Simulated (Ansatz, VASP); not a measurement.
# Be in VASP and in Ansatz

Contents of INCAR:

```
PREC = Accurate ; ENCUT = 520
EDIFF = 1E-7 ; ISMEAR = -1
SIGMA = 0.05 ; LREAL = F
LASPH = T ; NELM = 80
ALGO = Normal ; ISIF = 2
LWAVE = F ; LCHARG = F
GGA = PE ; NBANDS = 12
```

The input KPOINTS:

```
regular mesh
0
Gamma
  9 9 14
```

File POSCAR:

```
Be
1.0
    3.7093458600      0.0000000000      0.0000000000
    0.0000000000      3.7093458600      0.0000000000
    0.0000000000      0.0000000000      2.2812800000
Be
4
Direct
    0.2974080000      0.2974080000      0.0000000000
    0.7025920000      0.7025920000      0.0000000000
    0.2025920000      0.7974080000      0.5000000000
    0.7974080000      0.2025920000      0.5000000000
```

Input for Ansatz:

```yaml
crystal:
  lattice:
    - [3.70934586, 0.0, 0.0]
    - [0.0, 3.70934586, 0.0]
    - [0.0, 0.0, 2.28128]
  atoms:
    - { symbol: Be, position: [0.297408, 0.297408, 0.0] }
    - { symbol: Be, position: [0.702592, 0.702592, 0.0] }
    - { symbol: Be, position: [0.202592, 0.797408, 0.5] }
    - { symbol: Be, position: [0.797408, 0.202592, 0.5] }
kpoints:
  mp_grid: { grid: [9, 9, 14] }
  band_path:
    path:
      - [0.0, 0.0, 0.0]
      - [0.0, 0.5, 0.0]
      - [0.5, 0.5, 0.0]
      - [0.0, 0.0, 0.0]
      - [0.0, 0.0, 0.5]
      - [0.0, 0.5, 0.5]
      - [0.5, 0.5, 0.5]
      - [0.0, 0.0, 0.5]
      - [0.0, 0.5, 0.0]
    npoints: 5
scf:
  occupations: { method: fermi_dirac, width: 0.05 }
hamiltonian:
  xc: pbe
  pseudopotentials: { kind: all_electron, lapw: { basis_error: 0.001 } }
output:
  forces: true
  stress: true
  eigenvalues: true
```

Change from the starting cell: equal xx and yy strain of -1 %.

Alike in both runs: task single point; functional PBE; k mesh 9 × 9 × 14; occupations fermi-dirac, width 0.05 eV; no spin polarisation.

```csv
,VASP,Ansatz
version,VASP 6.6.1,Ansatz 0.2.0
potentials or method,"VASP PAW PBE potentials, release 64 (Be), cutoff 520 eV","all-electron LAPW, scalar-relativistic"
```

Ansatz gave:

| Property | Result |
| --- | --- |
| pressure (GPa) | 2.4 |
| traceless stress, the component that is largest in VASP (GPa) | -1.60 |
| rms of the force components (eV/Å) | 0.029 |

Task: Estimate VASP's values.

Result: Pressure (GPa): 2.6; traceless stress, the component that is largest in VASP (GPa): -1.61; rms of the force components (eV/Å): 0.030.

Atom by atom the forces differ by 0.001 eV/Å (rms over components). Ansatz ran all-electron here, and VASP with PAW potentials.
